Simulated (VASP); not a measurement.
# Mg5Te2 (F-43m) in VASP: single point with PBE

Aim: the single point of Mg5Te2 with PBE.

Everything below comes from runs of VASP 6.6.1. Logs are shortened: lines on timing, memory, paths and dates and some standing lists are left out, and cuts for length are marked.

## 1. The cell of the first run

The structure is cubic, space group F-43m (No. 216). Conventional cell: a = 9.835 Å, b = 9.835 Å, c = 9.835 Å, α = 90.00°, β = 90.00°, γ = 90.00°. Mg (site symmetry 3m) has 4 Mg at 2.54 to 2.81 Å within 3.4 Å. Within 3.4 Å of Mg (site symmetry -43m) lie 4 Mg at 2.54 Å. Te (site symmetry -43m) has 16 Mg at 4.17 to 4.26 Å and 4 Te at 4.26 Å within 5.5 Å. Te (site symmetry -43m) has 18 Mg at 4.03 to 4.92 Å and 4 Te at 4.26 Å within 5.3 Å.

## 2. Single point, PBE

INCAR

```
SYSTEM = Mg5Te2
PREC = Accurate ; ENCUT = 600
EDIFF = 1E-6 ; ISMEAR = 0
SIGMA = 0.2 ; LREAL = .FALSE.
LASPH = .TRUE. ; NELM = 120
ALGO = Normal ; ISIF = 2
LWAVE = .FALSE. ; LCHARG = .FALSE.
GGA = PE ; NBANDS = 20
GGA_COMPAT = .FALSE.
```

KPOINTS

```
regular mesh
0
G
  3 3 3
  0 0 0
```

POSCAR

```
Mg5Te2
1.0
    0.0000000000      4.9172861889      4.9172861889
    4.9172861889      0.0000000000      4.9172861889
    4.9172861889      4.9172861889      0.0000000000
Mg Te
5 2
Direct
    0.6009494292      0.6009494292      0.6009494292
    0.6009494292      0.6009494292      0.1971517125
    0.6009494292      0.1971517125      0.6009494292
    0.1971517125      0.6009494292      0.6009494292
    0.7500000000      0.7500000000      0.7500000000
    0.0000000000      0.0000000000      0.0000000000
    0.2500000000      0.2500000000      0.2500000000
```

Potentials or basis: VASP PAW PBE potentials, release 64 (Mg, Te).

Command:

```bash
> cat potpaw_PBE.64/Mg/POTCAR potpaw_PBE.64/Te/POTCAR > POTCAR
> mpirun -np 1 vasp_std > vasp.out
```

OUTCAR:

```text
SYSTEM = Mg5Te2
   PREC = Accurate
   ENCUT = 600
   EDIFF = 1E-6
   ISMEAR = 0
   LREAL = .FALSE.
   LASPH = .TRUE.
   NELM = 120
   ISIF = 2
   GGA = PE

 ion  position               nearest neighbor table
   1  0.601  0.601  0.601-   5 2.54   3 2.81   4 2.81   2 2.81
   2  0.601  0.601  0.197-   5 2.54   3 2.81   4 2.81   1 2.81
   3  0.601  0.197  0.601-   5 2.54   2 2.81   4 2.81   1 2.81
   4  0.197  0.601  0.601-   5 2.54   2 2.81   3 2.81   1 2.81
   5  0.750  0.750  0.750-   1 2.54   2 2.54   3 2.54   4 2.54
   6  0.000  0.000  0.000-
   7  0.250  0.250  0.250-

  LATTYP: Found a face centered cubic cell.
 ALAT       =     9.8345723778

  Lattice vectors:

 A1 = (   0.0000000000,   4.9172861889,   4.9172861889)
 A2 = (   4.9172861889,   0.0000000000,   4.9172861889)
 A3 = (   4.9172861889,   4.9172861889,   0.0000000000)

Analysis of symmetry for initial positions (statically):
=====================================================================
 Subroutine PRICEL returns:
 Original cell was already a primitive cell.

 Routine SETGRP: Setting up the symmetry group for a
 face centered cubic supercell.

 Subroutine GETGRP returns: Found 24 space group operations
 (whereof 24 operations were pure point group operations)
 out of a pool of 48 trial point group operations.

The static configuration has the point symmetry T_d .

Analysis of symmetry for dynamics (positions and initial velocities):
=====================================================================
 Subroutine PRICEL returns:
 Original cell was already a primitive cell.

 Routine SETGRP: Setting up the symmetry group for a
 face centered cubic supercell.

 Subroutine GETGRP returns: Found 24 space group operations
 (whereof 24 operations were pure point group operations)
 out of a pool of 48 trial point group operations.

The dynamic configuration has the point symmetry T_d .

 Subroutine INISYM returns: Found 24 space group operations
 (whereof 24 operations are pure point group operations),
 and found     1 'primitive' translations

----------------------------------------------------------------------------------------

                                     Primitive cell

  volume of cell :     237.7970

  direct lattice vectors                    reciprocal lattice vectors
     0.000000000  4.917286189  4.917286189    -0.101682103  0.101682103  0.101682103
     4.917286189  0.000000000  4.917286189     0.101682103 -0.101682103  0.101682103
     4.917286189  4.917286189  0.000000000     0.101682103  0.101682103 -0.101682103

  length of vectors
     6.954092818  6.954092818  6.954092818     0.176118568  0.176118568  0.176118568

  position of ions in fractional coordinates (direct lattice)
     0.600949429  0.600949429  0.600949429
     0.600949429  0.600949429  0.197151713
     0.600949429  0.197151713  0.600949429
     0.197151713  0.600949429  0.600949429
     0.750000000  0.750000000  0.750000000
     0.000000000  0.000000000  0.000000000
     0.250000000  0.250000000  0.250000000

  ion indices of the primitive-cell ions
   primitive index   ion index
                 1           1
                 2           2
                 3           3
                 4           4
                 5           5
                 6           6
                 7           7

----------------------------------------------------------------------------------------

 KPOINTS: regular mesh

Automatic generation of k-mesh.
 Grid dimensions read from file:
 generate k-points for:    3    3    3

 Generating k-lattice:

  Cartesian coordinates                     Fractional coordinates (reciprocal lattice)
    -0.033894034  0.033894034  0.033894034     0.333333333  0.000000000  0.000000000
     0.033894034 -0.033894034  0.033894034     0.000000000  0.333333333  0.000000000
     0.033894034  0.033894034 -0.033894034     0.000000000  0.000000000  0.333333333

  Length of vectors
     0.058706189  0.058706189  0.058706189

  Shift w.r.t. Gamma in fractional coordinates (k-lattice)
     0.000000000  0.000000000  0.000000000

 Subroutine IBZKPT returns following result:
 ===========================================

 Found      4 irreducible k-points:

 Following reciprocal coordinates:
            Coordinates               Weight
  0.000000  0.000000  0.000000      1.000000
  0.333333  0.000000  0.000000      8.000000
  0.333333  0.333333  0.000000      6.000000
 -0.333333  0.333333  0.000000     12.000000
   k-points           NKPTS =      4   k-points in BZ     NKDIM =      4   number of bands    NBANDS=     20
   number of dos      NEDOS =    301   number of ions     NIONS =      7
   total plane-waves  NPLWV = 175616
   dimension x,y,z NGX =    56 NGY =   56 NGZ =   56
   dimension x,y,z NGXF=   112 NGYF=  112 NGZF=  112
   ions per type =               5   2
   NGX,Y,Z   is equivalent  to a cutoff of  13.39, 13.39, 13.39 a.u.
   NGXF,Y,Z  is equivalent  to a cutoff of  26.77, 26.77, 26.77 a.u.
 SYSTEM =  Mg5Te2
   PREC   = accura    normal or accurate (medium, high low for compatibility)
   ISTART =      0    job   : 0-new  1-cont  2-samecut
   ICHARG =      2    charge: 1-file 2-atom 10-const
   ISPIN  =      1    spin polarized calculation?
   LNONCOLLINEAR =      F non collinear calculations
   LSORBIT =      F    spin-orbit coupling
   LASPH  =      T    aspherical Exc in radial PAW
   ENCUT  =  600.0 eV  44.10 Ry    6.64 a.u.  13.89 13.89 13.89*2*pi/ulx,y,z
   NELM   =    120;   NELMIN=  2; NELMDL= -5     # of ELM steps
   EDIFF  = 0.1E-05   stopping-criterion for ELM
   LREAL  =      F    real-space projection
[... 7 lines left out ...]
   TEBEG  =    0.0;   TEEND  =   0.0 temperature during run
   PSTRESS=    0.0 pullay stress
   NELECT =      22.0000    total number of electrons
   NUPDOWN=      -1.0000    fix difference up-down
   EMIN   =  10.00;   EMAX   =-10.00  energy-range for DOS
   EFERMI =   0.00;   METHOD = LEGACY
   ISMEAR =     0;   SIGMA  =   0.20  broadening in eV -4-tet -1-fermi 0-gaus
   EFERMI_NEDOS =   21; number of points for ismear=-14 and -15
   IALGO  =     38    algorithm
   IMIX   =      4    mixing-type and parameters
     AMIX     =   0.40;   BMIX     =  1.00
     AMIX_MAG =   1.60;   BMIX_MAG =  1.00
  volume/ion in A,a.u.               =      33.97       229.25
  Fermi-wavevector in a.u.,A,eV,Ry     =   0.740424  1.399198  7.459082  0.548227
  Thomas-Fermi vector in A             =   1.834822
   LORBIT       =      0    0 simple, 1 ext, 2 COOP (PROOUT), +10 PAW based schemes
   GGA     = PE    functional components
   LHFCALC =     F    Hartree Fock is set to
   AEXX    =    0.0000 exact exchange contribution
   IVDW    =     0    specifies the selected vdW correction
   LEPSILON=     F    determine dielectric tensor
   LRPA    =     F    only Hartree local field effects (RPA)
 non-spin polarized calculation
 Gauss-broadening in eV      SIGMA  =   0.20
  energy-cutoff  :      600.00
  volume of cell :      237.80
 maximum number of plane-waves:      7942
   NGX = 27   NGY = 27   NGZ = 27

 number of electron      21.9999999 magnetization

 Free energy of the ion-electron system (eV)
  ---------------------------------------------------
  ext. energy  EPLUGINS =         0.00000000
  ---------------------------------------------------
  free energy    TOTEN  =        -8.58319209 eV

  energy without entropy =       -8.44000552  energy(sigma->0) =       -8.51159881

 E-fermi :   1.6350     XC(G=0):  -7.7538

 val. band max:        1.4322227363   @ k =   0.3333   0.0000   0.0000
 cond. band min:       1.6554165905   @ k =  -0.3333   0.3333   0.0000
 fundamental gap:      0.2231938542
 Fermi energy:         1.6349527982

 k-point     1 :       0.0000    0.0000    0.0000
  band No.  band energies     occupation
      1      -8.4338      2.00000
      2      -7.8370      2.00000
      3      -3.1407      2.00000
      4      -0.5752      2.00000
      5       0.0616      2.00000
      6       0.0616      2.00000
      7       0.0616      2.00000
      8       0.1996      2.00000
      9       0.1996      2.00000
     10       0.1996      2.00000
     11       1.0704      1.99993
     12       1.0704      1.99993
     13       1.0704      1.99993
     14       3.3316      0.00000
     15       3.3316      0.00000
     16       3.7449      0.00000
     17       3.7449      0.00000
     18       3.7449      0.00000
     19       5.9647      0.00000
     20       8.0877      0.00000

 k-point     2 :       0.3333    0.0000    0.0000
  band No.  band energies     occupation
      1      -8.3254      2.00000
      2      -7.9379      2.00000
      3      -3.1867      2.00000
      4      -1.4734      2.00000
      5      -0.3090      2.00000
      6      -0.3090      2.00000
      7      -0.0407      2.00000
      8       0.2569      2.00000
      9       0.2569      2.00000
     10       1.3300      1.96894
     11       1.4322      1.84829
     12       1.4322      1.84829
     13       2.0233      0.00603
     14       3.2936      0.00000
     15       3.4497      0.00000
     16       3.4497      0.00000
     17       4.6272      0.00000
     18       4.6272      0.00000
     19       6.4084      0.00000
     20       6.4354      0.00000

 k-point     3 :       0.3333    0.3333    0.0000
  band No.  band energies     occupation
      1      -8.2778      2.00000
      2      -7.9830      2.00000
      3      -3.0538      2.00000
      4      -1.8092      2.00000
      5      -0.9398      2.00000
      6      -0.9398      2.00000
      7       0.2726      2.00000
      8       1.0978      1.99985
      9       1.0978      1.99985
     10       1.2384      1.99496
     11       1.9773      0.01549
     12       2.0316      0.00503
     13       2.0316      0.00503
     14       2.2324      0.00002
     15       3.5896      0.00000
     16       3.5896      0.00000
     17       3.9530      0.00000
     18       4.8389      0.00000
     19       5.8877      0.00000
     20       6.3156      0.00000

 k-point     4 :      -0.3333    0.3333    0.0000
  band No.  band energies     occupation
      1      -8.2011      2.00000
      2      -8.0561      2.00000
      3      -3.0493      2.00000
      4      -2.1806      2.00000
      5      -0.8095      2.00000
      6      -0.2414      2.00000
      7       0.0407      2.00000
      8       0.3243      2.00000
      9       1.0265      1.99998
     10       1.4128      1.88372
     11       1.6554      0.88495
     12       1.6756      0.77354
     13       2.6800      0.00000
     14       3.4443      0.00000
     15       3.4940      0.00000
     16       3.6139      0.00000
     17       4.6365      0.00000
     18       5.3464      0.00000
     19       5.6784      0.00000
     20       5.9633      0.00000

------------------------ aborting loop because EDIFF is reached ----------------------------------------

  FORCE on cell =-STRESS in cart. coord.  units (eV):
  Direction    XX          YY          ZZ          XY          YZ          ZX
  --------------------------------------------------------------------------------------
  -------------------------------------------------------------------------------------
  Total        0.9675248      0.9675248      0.9675248      0.0000000      0.0000000      0.0000000
  in kB        6.5187790      6.5187790      6.5187790      0.0000000      0.0000000      0.0000000
  external PRESSURE =       6.5187790 kB  Pullay stress =       0.0000000 kB

 VOLUME and BASIS-vectors are now :
 -----------------------------------------------------------------------------
  energy-cutoff  :      600.00
  volume of cell :      237.80
      direct lattice vectors                 reciprocal lattice vectors
     0.000000000  4.917286189  4.917286189    -0.101682103  0.101682103  0.101682103
     4.917286189  0.000000000  4.917286189     0.101682103 -0.101682103  0.101682103
     4.917286189  4.917286189  0.000000000     0.101682103  0.101682103 -0.101682103

 POSITION                                       TOTAL-FORCE (eV/Angst)
 -----------------------------------------------------------------------------------
      5.91008      5.91008      5.91008         0.060445      0.060445      0.060445
      3.92449      3.92449      5.91008        -0.060445     -0.060445      0.060445
      3.92449      5.91008      3.92449        -0.060445      0.060445     -0.060445
      5.91008      3.92449      3.92449         0.060445     -0.060445     -0.060445
      7.37593      7.37593      7.37593        -0.000000     -0.000000     -0.000000
      0.00000      0.00000      0.00000        -0.000000     -0.000000     -0.000000
      2.45864      2.45864      2.45864        -0.000000     -0.000000     -0.000000
 -----------------------------------------------------------------------------------
    total drift:                                0.000000      0.000000      0.000000

  FREE ENERGIE OF THE ION-ELECTRON SYSTEM (eV)
  ---------------------------------------------------
  free  energy   TOTEN  =        -8.5831920916 eV

  energy  without entropy=       -8.4400055188  energy(sigma->0) =       -8.51159881
```

Run time: 96 s. Hardware: 1 thread of Intel Xeon 8259CL, shared host; peak memory 0.4 GiB.

Results:

```yaml
Free_energy: -8.5832 eV
Pressure: 0.7 GPa
Largest_force: 0.105 eV/Å
Band_gap_on_the_k_mesh: zero (band 11 reaches 1.98 eV, above the bottom of band 12 at 1.07 eV)
```

Forces in eV/Å, atoms in the order of the input:
```
Mg   0.060  0.060  0.060
Mg  -0.060 -0.060  0.060
Mg  -0.060  0.060 -0.060
Mg   0.060 -0.060 -0.060
Mg   0.000  0.000  0.000
Te   0.000  0.000  0.000
Te   0.000  0.000  0.000
```

Caveat: the k points lie up to 0.37 Å⁻¹ apart; spin-orbit coupling is left out, which moves the levels of the heavy elements.
